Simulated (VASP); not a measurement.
# MnSb: single point with PBE-based screened hybrid with 10 % exact exchange

Crystal: MnSb.

```
Sb Mn
1.0
     0.00000    2.79502    2.79502
     2.79502    0.00000    2.79502
     2.79502    2.79502    0.00000
Sb Mn
1 1
Direct
  0.50000 0.50000 0.50000
  0.00000 0.00000 0.00000
```

```
Program             : VASP 6.6.1
Task                : single point
Functional          : PBE-based screened hybrid with 10 % exact exchange
Potentials or basis : VASP PAW PBE potentials, release 64 (Sb, Mn_pv)
Cutoff              : 520 eV
k mesh              : 4 × 4 × 4
Occupations         : fermi-dirac, width 0.05 eV
Spin                : collinear spin, ferromagnetic start
Starting moments    : [0.0, 4.0] μB
```

- Pressure: 2.4 GPa
- Band gap on the k mesh: zero (filled and empty bands overlap)
- Net moment: 4.00 μB per cell
- Site moments: Sb -0.16; Mn +4.03 μB
- Valence electrons inside the program's atomic spheres: Sb 2.57; Mn 11.43

Levels at points of the mesh, in eV from the Fermi level:
Spin up:
```
           k point  band 8  band 9  band 10  band 11  band 12  band 13  band 14  band 15
(0.00, 0.00, 0.00)   -3.72   -3.72     1.46     1.46     1.46     5.24     8.36     8.36
(0.50, 0.00, 0.00)   -3.66   -3.66    -3.20     2.75     2.75     4.18     5.02     5.02
(0.50, 0.50, 0.00)   -3.58   -3.54    -2.53    -1.55    -1.55     0.96     4.87    12.95
```
Spin down:
```csv
k point,band 5,band 6,band 7,band 8,band 9,band 10
"(0.00, 0.00, 0.00)",0.68,0.68,0.92,0.92,0.92,1.31
"(0.50, 0.00, 0.00)",-5.85,-1.81,-1.81,1.75,1.75,1.94
"(0.50, 0.50, 0.00)",-4.86,-1.55,-1.55,-0.28,1.08,1.39
```

Wall time 17 min on 1 thread of Intel(R) Xeon(R) Platinum 8559C (Emerald Rapids), on a shared host, peak memory 0.31 GiB.

Caveat: the k points lie up to 0.49 Å⁻¹ apart, too coarse for converged energies and pressures of a metal; the PAW data sets were made with another functional, which shifts forces and pressure a little; spin-orbit coupling is left out, which moves the levels of the heavy elements; a cell with one magnetic atom can't hold antiferromagnetic order, which such compounds often take.
